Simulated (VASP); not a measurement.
Input of a VASP 6.6.1 run:

The input INCAR:

```
SYSTEM = H
PREC     = Accurate       ! precision mode
ENCUT    = 600            ! plane-wave cutoff, eV
EDIFF    = 1E-7           ! SCF threshold, eV
ISMEAR   = 0              ! smearing method
SIGMA    = 0.02           ! smearing width, eV
LREAL    = .False.        ! projectors in reciprocal space
LASPH    = .True.         ! aspherical terms in the spheres
NELM     = 60             ! most SCF steps
ALGO     = Normal         ! electronic algorithm
ISIF     = 3              ! what is computed and relaxed
LWAVE    = .False.        ! write WAVECAR
LCHARG   = .False.        ! write CHGCAR
GGA      = PE             ! functional
IBRION   = 2              ! ionic algorithm
NSW      = 100            ! ionic steps
EDIFFG   = -0.01          ! ionic threshold
```

File KPOINTS:

```
regular mesh
0
Gamma
  4 4 4
  0 0 0
```

Contents of POSCAR:

```
H
1.0
    6.7871350256      0.0000000000      0.0000000000
    0.0000000000      6.7223997370      0.0000000000
    0.0000000000      0.0000000000      6.9033646210
H
8
Direct
    0.4290385252      0.6970271869      0.5940938301
    0.9290385252      0.8029728131      0.4059061699
    0.5709614748      0.1970271869      0.9059061699
    0.0709614748      0.3029728131      0.0940938301
    0.5771928453      0.1156029906      0.8316902490
    0.0771928453      0.3843970094      0.1683097510
    0.4228071547      0.6156029906      0.6683097510
    0.9228071547      0.8843970094      0.3316902490
```

Potentials or basis: VASP PAW PBE potentials, release 64 (H).

Launch:

```bash
$ cat potpaw_PBE.64/H/POTCAR > POTCAR
$ mpirun -np 1 vasp_std > vasp.out
```

Question: Estimate the band gap on the k mesh.

Answer: 9.21 eV (least direct gap 9.39 eV).

Question: Estimate the space group after relaxing (to 0.1 Å).

Answer: P2_12_12_1 (No. 19).

Question: Estimate the relaxed cell.

Answer: a = 5.497 Å, b = 5.430 Å, c = 5.991 Å, α = 90.00°, β = 90.00°, γ = 90.00°.

Question: Estimate the relaxed volume.

Answer: 22.35 Å³/atom.

Forces in eV/Å, atoms in the order of the input:
```
H   -0.005 -0.002 -0.005
H   -0.005  0.002  0.005
H    0.005 -0.002  0.005
H    0.005  0.002 -0.005
H    0.001 -0.002  0.004
H    0.001  0.002 -0.004
H   -0.001 -0.002 -0.004
H   -0.001  0.002  0.004
```

Caveat: the volume moved by over 15 % at a fixed basis, so the end points are rough; this functional lacks dispersion, which holds the molecules together, so the pressure and a relaxed volume are unreliable. A k mesh can miss the band edges.
